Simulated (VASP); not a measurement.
# BAs (WC type) (P-6m2) in VASP: further runs, part 2 of 2

VASP 6.6.1. Earlier steps stand in the parts before.

## (3) Relaxation of cell and atoms, LDA, target pressure 140 GPa, at which the enthalpy is minimised

This run uses another cell than the first one, of 7.74 Å³/atom, 0.982 times its volume.

INCAR

```
ALGO = Normal
EDIFF = 1E-7
EDIFFG = -0.005
ENCUT = 600
IBRION = 2
ISIF = 3
ISMEAR = -1
LASPH = T
LCHARG = F
LREAL = F
LWAVE = F
NELM = 60
NSW = 60
PREC = Accurate
PSTRESS = 1400.0
SIGMA = 0.08
```

KPOINTS

```
k-points
0
Gamma
  18 18 16
```

POSCAR

```
BAs
1.0
    2.6321034782      0.0000000000      0.0000000000
   -1.3160517391      2.2794684775      0.0000000000
    0.0000000000      0.0000000000      2.5794614086
B As
1 1
Direct
    0.0000000000      0.0000000000      0.0000000000
    0.3333333333      0.6666666667      0.5000000000
```

Potentials or basis: VASP PAW LDA potentials, release 64 (B, As).

Launch:

```sh
$ cat potpaw_LDA.64/B/POTCAR potpaw_LDA.64/As/POTCAR > POTCAR
$ mpirun -np 1 vasp_std > vasp.out
```

OUTCAR:

```text
EDIFF = 1E-7
   EDIFFG = -0.005
   ENCUT = 600
   IBRION = 2
   ISIF = 3
   ISMEAR = -1
   LASPH = T
   LREAL = F
   NELM = 60
   NSW = 60
   PREC = Accurate
   PSTRESS = 1400.0

 ion  position               nearest neighbor table
   1  0.000  0.000  0.000-   2 1.99   2 1.99   2 1.99   2 1.99   2 1.99   2 1.99
   2  0.333  0.667  0.500-   1 1.99   1 1.99   1 1.99   1 1.99   1 1.99   1 1.99

  LATTYP: Found a hexagonal cell.
 ALAT       =     2.6321034782
 C/A-ratio  =     0.9800000000

  Lattice vectors:

 A1 = (   2.6321034782,   0.0000000000,   0.0000000000)
 A2 = (  -1.3160517391,   2.2794684775,   0.0000000000)
 A3 = (   0.0000000000,   0.0000000000,   2.5794614086)

Analysis of symmetry for initial positions (statically):
=====================================================================
 Subroutine PRICEL returns:
 Original cell was already a primitive cell.
[... 367 lines left out ...]
  free energy    TOTEN  =        -8.15715090 eV

  energy without entropy =       -8.14406797  energy(sigma->0) =       -8.15060944

 E-fermi :  13.4523     XC(G=0): -13.4676

 val. band max:       13.4447327297   @ k =   0.3333   0.3333   0.1875
 cond. band min:      13.4565160039   @ k =   0.3333   0.2222   0.3750
 fundamental gap:      0.0117832742
 Fermi energy:        13.4523085792

 k-point     1 :       0.0000    0.0000    0.0000
  band No.  band energies     occupation
      1      -7.5589      2.00000
      2       9.7569      2.00000
      3      14.6215      0.00000
      4      14.6215      0.00000
      5      16.8699      0.00000
      6      20.5326      0.00000
      7      20.5326      0.00000
      8      23.6499      0.00000
[... 243 lines left out ...]
 k-point    24 :       0.3889    0.1111    0.0000
  band No.  band energies     occupation
      1      -2.2444      2.00000
      2       1.3729      2.00000
      3       8.2263      2.00000
      4      14.4917      0.00000
      5      19.1073      0.00000
      6      19.9914      0.00000
      7      20.9304      0.00000
      8      23.6822      0.00000

 [... further k-points ...]
[... 5 lines left out ...]
  --------------------------------------------------------------------------------------
  -------------------------------------------------------------------------------------
  Total       13.8847243     13.8847243     13.8836680      0.0000000     -0.0000000      0.0000000
  in kB     1400.1418512   1400.1418512   1400.0353345      0.0000000     -0.0000000      0.0000000
  external PRESSURE =       0.1063456 kB  Pullay stress =    1400.0000000 kB
[... 21 lines left out ...]
  energy  without entropy=       -8.1440679734  energy(sigma->0) =       -8.15060944

  enthalpy is  TOTEN    =         5.7261666912 eV   P V=       13.8833175934

 reached required accuracy - stopping structural energy minimisation
```

OSZICAR:

```text
N       E                     dE             d eps       ncg     rms          rms(c)
DAV:   1     0.176594406934E+02    0.17659E+02   -0.49912E+03  5352   0.106E+03
DAV:   2    -0.840138529239E+01   -0.26061E+02   -0.25147E+02  7744   0.133E+02
DAV:   3    -0.863139912212E+01   -0.23001E+00   -0.22864E+00  6096   0.156E+01
DAV:   4    -0.863160636672E+01   -0.20724E-03   -0.20724E-03  8088   0.427E-01
[... 43 lines left out ...]
       N       E                     dE             d eps       ncg     rms          rms(c)
DAV:   1    -0.815715656250E+01    0.22393E-02   -0.33958E-04  7272   0.151E-01    0.115E-02
DAV:   2    -0.815715228157E+01    0.42809E-05   -0.13190E-05  5792   0.304E-02    0.562E-03
DAV:   3    -0.815715094551E+01    0.13361E-05   -0.35124E-06  6968   0.122E-02    0.125E-03
DAV:   4    -0.815715090223E+01    0.43278E-07   -0.19276E-07  4296   0.341E-03
   6 F= 0.57261667E+01 E0= 0.57327082E+01  d E =-.197339E-02
```

CONTCAR:

```text
BAs
   1.00000000000000
     2.6405503540320359    0.0000000000000000   -0.0000000000000000
    -1.3202751770160179    2.2867836865437976   -0.0000000000000000
     0.0000000000000000    0.0000000000000000    2.6312145758491354
  B               As
     1     1
Direct
     0.0000000000000000    0.0000000000000000    0.0000000000000000
     0.3333333332999970    0.6666666667000030    0.5000000000000000

  0.00000000E+00  0.00000000E+00  0.00000000E+00
  0.00000000E+00  0.00000000E+00  0.00000000E+00
```

Wall time 62 s (1 thread of Intel Xeon Platinum 8488C (Sapphire Rapids), shared host); peak memory 0.19 GiB.

What came out:

| Property | Result |
| --- | --- |
| Free energy | -8.1572 eV |
| Relaxed volume | 7.94 Å³/atom |
| Relaxed cell | a = 2.641 Å, b = 2.641 Å, c = 2.631 Å, α = 90.00°, β = 90.00°, γ = 120.00° |
| Space group after relaxing (to 0.05 Å) | P-6m2 (No. 187) |
| Energy change on relaxing (the enthalpy is what falls) | -194.1 meV/atom |
| Ionic steps | 6 |
| Pressure after relaxing | 140.0 GPa |
| Band gap on the k mesh | zero (band 4 reaches 17.67 eV, above the bottom of band 5 at 8.76 eV) |

Step by step:
```
step  energy change (eV)  largest force (eV/Å)  pressure (GPa)  volume (Å³)
   1              0.0000                0.0000          158.12        15.48
   2             -1.5241                0.0000           87.37        17.52
   3             -0.4330                0.0000          138.53        15.94
   4             -0.4148                0.0000          139.36        15.92
   5             -0.3905                0.0000          139.96        15.89
   6             -0.3883                0.0000          140.01        15.89
```

Final structure:
```
B As
1.0
     2.64055    0.00000    0.00000
    -1.32028    2.28678    0.00000
     0.00000    0.00000    2.63121
B As
1 1
Cartesian
  0.0000 0.0000 0.0000
  0.0000 1.5245 1.3156
```

Caveat: the cell is relaxed towards a set pressure, so the enthalpy falls and the energy may rise.

## (4) Single point, LDA

INCAR

```
SYSTEM = BAs
PREC     = Accurate       ! precision mode
ENCUT    = 600            ! plane-wave cutoff, eV
EDIFF    = 1E-6           ! SCF threshold, eV
ISMEAR   = -1             ! smearing method
SIGMA    = 0.08           ! smearing width, eV
LREAL    = .FALSE.        ! projectors in reciprocal space
LASPH    = .TRUE.         ! aspherical terms in the spheres
NELM     = 120            ! most SCF steps
ALGO     = Normal         ! electronic algorithm
ISIF     = 2              ! what is computed and relaxed
LWAVE    = .FALSE.        ! write WAVECAR
LCHARG   = .FALSE.        ! write CHGCAR
NBANDS   = 16             ! bands
GGA_COMPAT= .FALSE.
```

KPOINTS

```
Automatic mesh
0
G
  18 18 16
  0 0 0
```

POSCAR

```
BAs
1.0
    2.6339921989      0.0000000000      0.0000000000
   -1.3169960994      2.2811041576      0.0000000000
    0.0000000000      0.0000000000      2.6225604598
B As
1 1
Direct
    0.0000000000      0.0000000000      0.0000000000
    0.3333333333      0.6666666667      0.5000000000
```

Potentials or basis: VASP PAW LDA potentials, release 64 (B, As_d).

Launch:

```sh
$ cat potpaw_LDA.64/B/POTCAR potpaw_LDA.64/As_d/POTCAR > POTCAR
$ mpirun -np 1 vasp_std > vasp.out
```

Wall time 34 s (1 thread of Intel Xeon Platinum 8375C at 2.90GHz (Ice Lake), shared host); peak memory 0.21 GiB.

Results (log left out):

```
Free energy            : -8.0991 eV
Pressure               : 141.5 GPa
Band gap on the k mesh : zero (band 9 reaches 15.50 eV, above the bottom of band 10 at 6.57 eV)
```

Stress tensor (GPa, compression positive):
```
141.47   0.00   0.00
  0.00 141.47   0.00
  0.00   0.00 141.64
```

Levels at points of the mesh, in eV from the Fermi level:
| k point | band 6 | band 7 | band 8 | band 9 | band 10 | band 11 | band 12 | band 13 |
| --- | --- | --- | --- | --- | --- | --- | --- | --- |
| (0.00, 0.00, 0.00) | -21.11 | -3.69 | 1.16 | 1.16 | 3.46 | 7.12 | 7.12 | 10.31 |
| (0.50, 0.00, 0.00) | -15.27 | -13.22 | -3.45 | 1.19 | 3.46 | 6.13 | 7.74 | 9.72 |
| (0.00, 0.00, 0.50) | -17.26 | -14.48 | 4.25 | 4.25 | 7.98 | 7.98 | 9.57 | 13.50 |
| (0.50, 0.00, 0.50) | -11.10 | -10.01 | -8.96 | -5.85 | 1.48 | 2.81 | 6.67 | 8.29 |

## (5) Summary

```tsv
task	potentials or basis	cell	cutoff (eV)	second run	gap on the mesh (eV)	pressure (GPa)
single point	VASP PAW LDA potentials, release 64 (B, As)	a = 2.634, b = 2.634, c = 2.623 Å, angles 90.0, 90.0, 120.0°, 2 atoms	520	-	none	145.3
relaxation of cell and atoms	VASP PAW LDA potentials, release 64 (B, As)	relaxed to 140 GPa from a = 2.632, b = 2.632, c = 2.579 Å, angles 90.0, 90.0, 120.0°, 2 atoms	600	-	none	140.0
single point	VASP PAW LDA potentials, release 64 (B, As_d)	a = 2.634, b = 2.634, c = 2.623 Å, angles 90.0, 90.0, 120.0°, 2 atoms	600	valence_matched	none	141.5
```

Alike in all rows: level LDA; no spin polarisation; k mesh 18 × 18 × 16; smearing fermi-dirac 0.08 eV.

Caveats: the cell is relaxed towards a set pressure, so the enthalpy falls and the energy may rise (some runs).

Total energies depend on the potentials used, so only differences within one code and one set of settings carry meaning.
